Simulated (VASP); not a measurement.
I: single point with LDA

I:

```
I
1.0
    -1.47035    1.47035    1.47035
     1.47035   -1.47035    1.47035
     1.47035    1.47035   -1.47035
I
1
Direct
  0.00000 0.00000 0.00000
```

```json
{
 "Program": "VASP 6.6.1",
 "Task": "single point",
 "Functional": "LDA",
 "Potentials or basis": "VASP PAW LDA potentials, release 64 (I)",
 "Cutoff": "520 eV",
 "k mesh": "13 × 13 × 13",
 "Occupations": "fermi-dirac, width 0.08 eV",
 "Spin": "no spin polarisation",
 "Dipole correction": "no",
 "k mesh for the DOS": "20 × 20 × 20",
 "Occupations for the DOS": "tetrahedron",
 "Further INCAR settings": "ALGO = Normal; EDIFF = 1e-06"
}
```

```yaml
Valence_electrons_inside_the_program's_atomic_spheres: I 5.07
```

Levels at points of the mesh, in eV from the Fermi level:
| k point | band 1 | band 2 | band 3 | band 4 | band 5 | band 6 | band 7 |
| --- | --- | --- | --- | --- | --- | --- | --- |
| (0.00, 0.00, 0.00) | -26.17 | 6.63 | 6.63 | 6.63 | 8.92 | 8.92 | 8.92 |
| (0.50, 0.00, 0.00) | -17.39 | -15.84 | -1.98 | 0.69 | 4.38 | 5.67 | 15.18 |
| (0.50, 0.50, 0.50) | -9.17 | -9.17 | -9.17 | -8.69 | -2.47 | -2.47 | 16.82 |

Run time: 14 s on 1 thread of Intel(R) Xeon(R) Platinum 8375C CPU @ 2.90GHz (Ice Lake), with other jobs on the host, peak memory 0.14 GiB.

Caveat: spin-orbit coupling is left out, which moves the levels of the heavy elements; an odd number of electrons without spin polarisation forces a metal; a magnetic or distorted state may lie lower.
